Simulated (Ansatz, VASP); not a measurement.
Hf6Al2O15 in VASP and in Ansatz

```xyz
23
Lattice="7.1160 7.1160 0.0000 -3.5580 3.5580 0.0000 0.0000 0.0000 5.1719" Properties=species:S:1:pos:R:3 pbc="T T T"
Al   -1.7790    1.7790    2.5859
Al    1.7790    1.7790    2.5859
Hf    1.7790    5.3370    2.5859
Hf    5.3370    5.3370    2.5859
Hf    0.0000    0.0000    0.0000
Hf    3.5580    3.5580    0.0000
Hf    0.0000    3.5580    0.0000
Hf    3.5580    7.1160    0.0000
O     3.5580    5.3370    3.6059
O     0.0000    5.3370    3.6059
O     3.5580    8.8950    3.6059
O    -1.7790    3.5580    4.1519
O     1.7790    7.1160    4.1519
O     1.7790    3.5580    4.1519
O     5.3370    7.1160    4.1519
O    -1.7790    3.5580    1.5660
O     1.7790    7.1160    1.5660
O     1.7790    3.5580    1.5660
O     5.3370    7.1160    1.5660
O     0.0000    1.7790    1.0199
O     3.5580    5.3370    1.0199
O     0.0000    5.3370    1.0199
O     3.5580    8.8950    1.0199
```

Alike in both runs: task single point; functional PBE; k mesh 2 × 4 × 4; occupations gaussian, width 0.1 eV; no spin polarisation.

|  | VASP | Ansatz |
| --- | --- | --- |
| version | VASP 6.6.1 | Ansatz 0.2.0 |
| potentials or method | VASP PAW PBE potentials, release 64 (Al, Hf_pv, O), cutoff 520 eV | scalar-relativistic, plane waves, PAW |
| valence electrons in the cell | 156 | 252 |

```tsv
	VASP	Ansatz	Ansatz less VASP
gap on the k mesh at the Fermi level (eV)	0.47	0.49	+0.021
least direct gap on the mesh (eV)	0.50	0.53	+0.025
pressure (GPa)	-2.6	-0.1	+2.51
rms of the force components (eV/Å)	1.225	1.233	+0.0084
```

The functional is the same, so the differences come from potentials, cutoffs and numerics. VASP's potentials hold 156 valence electrons a cell and Ansatz's 252, so a difference there can come from the potentials and not from the codes.

Neither program's run includes spin-orbit coupling.
